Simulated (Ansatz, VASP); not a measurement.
# Two plane-wave programs on BaTiO3

```
CELL_PARAMETERS angstrom
3.92813 0.00000 0.00000
0.00000 3.92813 0.00000
0.00000 0.00000 3.92813
ATOMIC_POSITIONS crystal
Ba 0.50000 0.50000 0.50000
Ti 0.00000 0.00000 0.00000
O 0.50000 0.00000 0.00000
O 0.00000 0.50000 0.00000
O 0.00000 0.00000 0.50000
```

Change from the starting cell: mode 1 frozen in at +0.000 Å, equal normal strain along x, y and z -0.0250.

Alike in both runs: task single point; functional PBE; k mesh 8 × 8 × 8; occupations gaussian, width 0.05 eV; no spin polarisation; Hubbard terms Ti d U = 4.0 eV.

```csv
,VASP,Ansatz
version,VASP 6.6.1,Ansatz 0.2.0
potentials or method,"VASP PAW PBE potentials, release 64 (Ba_sv, Ti_sv, O), cutoff 520 eV","scalar-relativistic, plane waves, PAW"
valence electrons in the cell,40,40
```

Ansatz gave:

- gap on the k mesh at the Fermi level (eV): 2.41
- least direct gap on the mesh (eV): 2.49
- pressure (GPa): 14.5

What did VASP give for the same quantities?

gap on the k mesh at the Fermi level (eV): 2.35; least direct gap on the mesh (eV): 2.48; pressure (GPa): 19.1.

The programs project onto different local orbitals, so the same U acts differently, and such runs can settle in different states.

Neither program's run includes spin-orbit coupling.
